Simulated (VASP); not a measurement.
A run of VASP 6.6.1:

Contents of INCAR:

```
SYSTEM = AlRu
PREC = Accurate
ENCUT = 520
EDIFF = 1E-7
ISMEAR = -1
SIGMA = 0.05
LREAL = .FALSE.
LASPH = .TRUE.
NELM = 80
ALGO = Normal
ISIF = 2
LWAVE = .FALSE.
LCHARG = .FALSE.
NBANDS = 16
```

KPOINTS

```
regular mesh
0
G
  14 14 14
  0 0 0
```

File POSCAR:

```
AlRu
1.0
    0.0000000000      2.4448927367      2.4448927367
    2.4448927367      0.0000000000      2.4448927367
    2.4448927367      2.4448927367      0.0000000000
Ru Al
1 1
Direct
    0.0000000000      0.0000000000      0.0000000000
    0.5000000000      0.5000000000      0.5000000000
```

Potentials or basis: VASP PAW LDA potentials, release 64 (Ru_pv, Al).

Command:

```sh
$ cat potpaw_LDA.64/Ru_pv/POTCAR potpaw_LDA.64/Al/POTCAR > POTCAR
$ mpirun -np 1 vasp_std > vasp.out
```

Hardware: 1 thread of Intel Xeon 8259CL, with other jobs on the host.

Q: Estimate the wall time of this run.

A: Run time: 94 s on 1 thread of Intel Xeon 8259CL, on a shared host, peak memory 0.18 GiB. Counts: scf iterations 12, k points 104.
